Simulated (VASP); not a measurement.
# P (Im-3m) in VASP: further runs, part 2 of 2

VASP 6.6.1. Earlier steps stand in the parts before.

### Step 4. Density of states, PBE (volume scaled by 0.7)

POSCAR reads:

```
P
1.0
   -1.3547121632      1.3547121632      1.3547121632
    1.3547121632     -1.3547121632      1.3547121632
    1.3547121632      1.3547121632     -1.3547121632
P
1
Direct
    0.0000000000      0.0000000000      0.0000000000
```

INCAR.step1 reads:

```
SYSTEM = P
PREC = Accurate ; ENCUT = 520
EDIFF = 1E-6 ; ISMEAR = -1
SIGMA = 0.1 ; LREAL = .False.
LASPH = .True. ; NELM = 60
ALGO = Normal ; ISIF = 2
LWAVE = .False. ; LCHARG = .True.
GGA = PE ; NBANDS = 8
```

KPOINTS.step1 reads:

```
Automatic mesh
0
Gamma
  17 17 17
  0 0 0
```

INCAR.step2 reads:

```
SYSTEM = P
PREC = Accurate ; ENCUT = 520
EDIFF = 1E-6 ; ISMEAR = -5
SIGMA = 0.1 ; LREAL = .False.
LASPH = .True. ; NELM = 60
ALGO = Normal ; ISIF = 2
LWAVE = .False. ; LCHARG = .False.
GGA = PE ; LORBIT = 11
NEDOS = 1001 ; ICHARG = 11
```

KPOINTS.step2 reads:

```
Automatic mesh
0
Gamma
  26 26 26
  0 0 0
```

Potentials or basis: VASP PAW PBE potentials, release 64 (P).

Started as:

```
> cat potpaw_PBE.64/P/POTCAR > POTCAR
> cp INCAR.step1 INCAR
> cp KPOINTS.step1 KPOINTS
> mpirun -np 1 vasp_std > vasp.out
> cp INCAR.step2 INCAR
> cp KPOINTS.step2 KPOINTS
> mpirun -np 1 vasp_std > vasp.out
```

OUTCAR:

```text
SYSTEM = P
   PREC = Accurate
   ENCUT = 520
   EDIFF = 1E-6
   ISMEAR = -5
   LREAL = .False.
   LASPH = .True.
   NELM = 60
   ISIF = 2
   GGA = PE
   LORBIT = 11
   ICHARG = 11

 ion  position               nearest neighbor table
   1  0.000  0.000  0.000-

  LATTYP: Found a body centered cubic cell.
 ALAT       =     2.7094243264

  Lattice vectors:

 A1 = (  -1.3547121632,   1.3547121632,   1.3547121632)
 A2 = (   1.3547121632,  -1.3547121632,   1.3547121632)
 A3 = (   1.3547121632,   1.3547121632,  -1.3547121632)

Analysis of symmetry for initial positions (statically):
=====================================================================
 Subroutine PRICEL returns:
 Original cell was already a primitive cell.

 Routine SETGRP: Setting up the symmetry group for a
 body centered cubic supercell.

 Subroutine GETGRP returns: Found 48 space group operations
 (whereof 48 operations were pure point group operations)
 out of a pool of 48 trial point group operations.

The static configuration has the point symmetry O_h .

Analysis of symmetry for dynamics (positions and initial velocities):
=====================================================================
 Subroutine PRICEL returns:
 Original cell was already a primitive cell.

 Routine SETGRP: Setting up the symmetry group for a
 body centered cubic supercell.

 Subroutine GETGRP returns: Found 48 space group operations
 (whereof 48 operations were pure point group operations)
 out of a pool of 48 trial point group operations.

The dynamic configuration has the point symmetry O_h .

 Subroutine INISYM returns: Found 48 space group operations
 (whereof 48 operations are pure point group operations),
 and found     1 'primitive' translations

----------------------------------------------------------------------------------------

                                     Primitive cell

  volume of cell :       9.9449

  direct lattice vectors                    reciprocal lattice vectors
    -1.354712163  1.354712163  1.354712163     0.000000000  0.369082093  0.369082093
     1.354712163 -1.354712163  1.354712163     0.369082093  0.000000000  0.369082093
     1.354712163  1.354712163 -1.354712163     0.369082093  0.369082093  0.000000000

  length of vectors
     2.346430296  2.346430296  2.346430296     0.521960901  0.521960901  0.521960901

  position of ions in fractional coordinates (direct lattice)
     0.000000000  0.000000000  0.000000000

  ion indices of the primitive-cell ions
   primitive index   ion index
                 1           1

----------------------------------------------------------------------------------------

 KPOINTS: Automatic mesh

Automatic generation of k-mesh.
 Grid dimensions read from file:
 generate k-points for:   26   26   26

 Generating k-lattice:

  Cartesian coordinates                     Fractional coordinates (reciprocal lattice)
     0.000000000  0.014195465  0.014195465     0.038461538  0.000000000  0.000000000
     0.014195465  0.000000000  0.014195465     0.000000000  0.038461538  0.000000000
     0.014195465  0.014195465  0.000000000     0.000000000  0.000000000  0.038461538

  Length of vectors
     0.020075419  0.020075419  0.020075419

  Shift w.r.t. Gamma in fractional coordinates (k-lattice)
     0.000000000  0.000000000  0.000000000

 TETIRR: Found  21036 inequivalent tetrahedra from   105456

 Subroutine IBZKPT returns following result:
 ===========================================

 Found    511 irreducible k-points:

 Following reciprocal coordinates:
            Coordinates               Weight
  0.000000  0.000000  0.000000      1.000000
  0.038462  0.000000  0.000000     12.000000
  0.076923  0.000000  0.000000     12.000000
  0.115385  0.000000  0.000000     12.000000
  0.153846  0.000000  0.000000     12.000000
  0.192308  0.000000  0.000000     12.000000
[... 16 lines left out ...]
  0.346154  0.038462  0.000000     48.000000
  0.384615  0.038462 -0.000000     48.000000
 [... further k-points ...]
   k-points           NKPTS =    511   k-points in BZ     NKDIM =    511   number of bands    NBANDS=      6
   number of dos      NEDOS =   1001   number of ions     NIONS =      1
   total plane-waves  NPLWV =   5832
   dimension x,y,z NGX =    18 NGY =   18 NGZ =   18
   dimension x,y,z NGXF=    36 NGYF=   36 NGZF=   36
   ions per type =               1
   NGX,Y,Z   is equivalent  to a cutoff of  12.75, 12.75, 12.75 a.u.
   NGXF,Y,Z  is equivalent  to a cutoff of  25.51, 25.51, 25.51 a.u.
 SYSTEM =  P
   PREC   = accura    normal or accurate (medium, high low for compatibility)
   ISTART =      0    job   : 0-new  1-cont  2-samecut
   ICHARG =     11    charge: 1-file 2-atom 10-const
   ISPIN  =      1    spin polarized calculation?
   LNONCOLLINEAR =      F non collinear calculations
   LSORBIT =      F    spin-orbit coupling
   LASPH  =      T    aspherical Exc in radial PAW
   ENCUT  =  520.0 eV  38.22 Ry    6.18 a.u.   4.36  4.36  4.36*2*pi/ulx,y,z
   NELM   =     60;   NELMIN=  2; NELMDL=  0     # of ELM steps
   EDIFF  = 0.1E-05   stopping-criterion for ELM
   LREAL  =      F    real-space projection
   EDIFFG = 0.1E-04   stopping-criterion for IOM
   NSW    =      0    number of steps for IOM
   IBRION =     -1    ionic relax: 0-MD 1-quasi-New 2-CG
   NFREE  =      0    steps in history (QN), initial steepest desc. (CG)
   ISIF   =      2    stress and relaxation
   ISYM   =      2    0-nonsym 1-usesym 2-fastsym
   POTIM  = 0.5000    time-step for ionic-motion
   TEBEG  =    0.0;   TEEND  =   0.0 temperature during run
   PSTRESS=    0.0 pullay stress
   NELECT =       5.0000    total number of electrons
   NUPDOWN=      -1.0000    fix difference up-down
   EMIN   =  10.00;   EMAX   =-10.00  energy-range for DOS
   EFERMI =   0.00;   METHOD = LEGACY
   ISMEAR =    -5;   SIGMA  =   0.10  broadening in eV -4-tet -1-fermi 0-gaus
   EFERMI_NEDOS =   21; number of points for ismear=-14 and -15
   IALGO  =     38    algorithm
   IMIX   =      4    mixing-type and parameters
     AMIX     =   0.40;   BMIX     =  1.00
     AMIX_MAG =   1.60;   BMIX_MAG =  1.00
  volume/ion in A,a.u.               =       9.94        67.11
  Fermi-wavevector in a.u.,A,eV,Ry     =   1.301761  2.459971 23.056171  1.694581
  Thomas-Fermi vector in A             =   2.432873
   LORBIT       =     11    0 simple, 1 ext, 2 COOP (PROOUT), +10 PAW based schemes
   GGA     = PE    functional components
   LHFCALC =     F    Hartree Fock is set to
   AEXX    =    0.0000 exact exchange contribution
   IVDW    =     0    specifies the selected vdW correction
   LEPSILON=     F    determine dielectric tensor
   LRPA    =     F    only Hartree local field effects (RPA)
 non-spin polarized calculation
 Fermi weights with tetrahedron method with Bloechl corrections
  energy-cutoff  :      520.00
  volume of cell :        9.94
 maximum number of plane-waves:       276
 NGX is ok and might be reduce to    18

 number of electron       5.0000000 magnetization

 Free energy of the ion-electron system (eV)
  ---------------------------------------------------
  ext. energy  EPLUGINS =         0.00000000
  ---------------------------------------------------
  free energy    TOTEN  =        -3.99616094 eV

  energy without entropy =       -3.99616094  energy(sigma->0) =       -3.99616094

 E-fermi :  16.0824     XC(G=0): -13.2062

 val. band max:       16.2004397659   @ k =  -0.3846   0.3846   0.1923
 cond. band min:      15.8459842232   @ k =   0.3462   0.1154   0.1154
 fundamental gap:     -0.3544555427
 Fermi energy:        16.0823927605

 k-point     1 :       0.0000    0.0000    0.0000
  band No.  band energies     occupation
      1      -4.8194      2.00000
      2      27.4819      0.00000
      3      27.4819      0.00000
      4      27.4819      0.00000
      5      29.0092      0.00000
      6      29.0092      0.00000

 k-point     2 :       0.0385    0.0000    0.0000
  band No.  band energies     occupation
      1      -4.7617      2.00000
      2      26.6281      0.00000
      3      26.8105      0.00000
      4      27.4062      0.00000
      5      28.8176      0.00000
      6      29.5450      0.00000
[... 181 lines left out ...]
 k-point    23 :       0.3462    0.0385    0.0000
  band No.  band energies     occupation
      1       0.3775      2.00000
      2      10.4293      2.00000
      3      20.1725      0.00000
      4      22.5509      0.00000
      5      25.0215      0.00000
      6      27.0575      0.00000

 k-point    24 :       0.3846    0.0385   -0.0000
  band No.  band energies     occupation
      1       1.5041      2.00000
      2       8.6997      2.00000
      3      19.8811      0.00000
      4      22.2543      0.00000
      5      24.7466      0.00000
      6      26.7865      0.00000

 [... further k-points ...]
[... 5 lines left out ...]
  --------------------------------------------------------------------------------------
  -------------------------------------------------------------------------------------
  Total        4.3510652      4.3510652      4.3510652      0.0000000      0.0000000     -0.0000000
  in kB      700.9791288    700.9791288    700.9791288      0.0000000      0.0000000     -0.0000000
  external PRESSURE =     700.9791288 kB  Pullay stress =       0.0000000 kB

 VOLUME and BASIS-vectors are now :
 -----------------------------------------------------------------------------
  energy-cutoff  :      520.00
  volume of cell :        9.94
      direct lattice vectors                 reciprocal lattice vectors
    -1.354712163  1.354712163  1.354712163     0.000000000  0.369082093  0.369082093
     1.354712163 -1.354712163  1.354712163     0.369082093  0.000000000  0.369082093
     1.354712163  1.354712163 -1.354712163     0.369082093  0.369082093  0.000000000

 POSITION                                       TOTAL-FORCE (eV/Angst)
 -----------------------------------------------------------------------------------
      0.00000      0.00000      0.00000         0.000000     -0.000000     -0.000000
 -----------------------------------------------------------------------------------
    total drift:                                0.000000      0.000000     -0.000000

  FREE ENERGIE OF THE ION-ELECTRON SYSTEM (eV)
  ---------------------------------------------------
  free  energy   TOTEN  =        -3.9961609438 eV

  energy  without entropy=       -3.9961609438  energy(sigma->0) =       -3.99616094

 total charge

# of ion       s       p       d       tot
------------------------------------------
    1        1.093   1.385   0.000   2.478
```

OUTCAR.step1:

```text
SYSTEM = P
   PREC = Accurate
   ENCUT = 520
   EDIFF = 1E-6
   ISMEAR = -1
   LREAL = .False.
[... 480 lines left out ...]

 POSITION                                       TOTAL-FORCE (eV/Angst)
 -----------------------------------------------------------------------------------
      0.00000      0.00000      0.00000         0.000000     -0.000000      0.000000
 -----------------------------------------------------------------------------------
    total drift:                               -0.000000      0.000000     -0.000000

  FREE ENERGIE OF THE ION-ELECTRON SYSTEM (eV)
  ---------------------------------------------------
  free  energy   TOTEN  =        -4.0025077592 eV

  energy  without entropy=       -3.9902050210  energy(sigma->0) =       -3.99635639
```

OSZICAR.step1:

```text
N       E                     dE             d eps       ncg     rms          rms(c)
DAV:   1     0.286974781322E+00    0.28697E+00   -0.24242E+03  2976   0.474E+02
DAV:   2    -0.398827746742E+01   -0.42753E+01   -0.39919E+01  4016   0.458E+01
DAV:   3    -0.401263977792E+01   -0.24362E-01   -0.24350E-01  2856   0.372E+00
DAV:   4    -0.401265819131E+01   -0.18413E-04   -0.18416E-04  4280   0.100E-01
DAV:   5    -0.401265819395E+01   -0.26327E-08   -0.21123E-08  2920   0.693E-04    0.791E+00
DAV:   6    -0.400603909359E+01    0.66191E-02   -0.22737E-03  2872   0.274E-01    0.462E+00
DAV:   7    -0.400250687286E+01    0.35322E-02   -0.46076E-03  2960   0.393E-01    0.797E-02
DAV:   8    -0.400250679684E+01    0.76027E-07   -0.20541E-05  3528   0.364E-02    0.153E-02
DAV:   9    -0.400250821689E+01   -0.14201E-05   -0.51293E-07  2992   0.566E-03    0.405E-03
DAV:  10    -0.400250775924E+01    0.45765E-06   -0.65202E-08  1512   0.154E-03
   1 F= -.40025078E+01 E0= -.39963564E+01  d E =-.123027E-01
```

Wall time 36 s (1 thread of AMD EPYC 7R13 (Zen 3), shared host); peak memory 0.12 GiB.

What came out:

```
Valence electrons inside the program's atomic spheres : P 2.48
```

Caveat: the cell differs from its parent crystal (volume scaled by 0.7); tetrahedron occupations give inexact forces and stress in metals.

### Step 5. Density of states, PBE

This run uses another cell than the first one, of 14.21 Å³/atom, 2.500 times its volume.

POSCAR reads:

```
P
1.0
   -1.5257417024      1.5257417024      1.5257417024
    1.5257417024     -1.5257417024      1.5257417024
    1.5257417024      1.5257417024     -1.5257417024
P
1
Direct
    0.0000000000      0.0000000000      0.0000000000
```

INCAR.step1 reads:

```
SYSTEM = P
PREC = Accurate
ENCUT = 520
EDIFF = 1E-6
ISMEAR = -1
SIGMA = 0.1
LREAL = .False.
LASPH = .True.
NELM = 100
ALGO = Normal
ISIF = 2
LWAVE = .False.
LCHARG = .True.
GGA = PE
NBANDS = 8
```

KPOINTS.step1 is that of step 4.

INCAR.step2 reads:

```
SYSTEM = P
PREC = Accurate
ENCUT = 520
EDIFF = 1E-6
ISMEAR = -5
SIGMA = 0.1
LREAL = .False.
LASPH = .True.
NELM = 100
ALGO = Normal
ISIF = 2
LWAVE = .False.
LCHARG = .False.
GGA = PE
LORBIT = 11
NBANDS = 8
NEDOS = 1001
ICHARG = 11
```

KPOINTS.step2 is that of step 4.

Started as:

```
> cat potpaw_PBE.64/P/POTCAR > POTCAR
> cp INCAR.step1 INCAR
> cp KPOINTS.step1 KPOINTS
> mpirun -np 1 vasp_std > vasp.out
> cp INCAR.step2 INCAR
> cp KPOINTS.step2 KPOINTS
> mpirun -np 1 vasp_std > vasp.out
```

It took 44 s on 1 thread of AMD EPYC 7R13 (Zen 3), shared host; peak memory 0.15 GiB.

The run converged. Its results:

- Valence electrons inside the program's atomic spheres: P 2.33

Levels at points of the mesh, in eV from the Fermi level:
```csv
k point,band 1,band 2,band 3,band 4,band 5,band 6
"(0.00, 0.00, 0.00)",-16.45,7.20,7.20,7.20,12.01,12.01
"(0.50, 0.00, 0.00)",-9.98,-7.87,2.46,5.29,7.37,8.25
"(0.50, 0.50, 0.50)",-4.17,-2.61,-2.61,-2.61,2.41,2.41
```

Caveat: tetrahedron occupations give inexact forces and stress in metals.
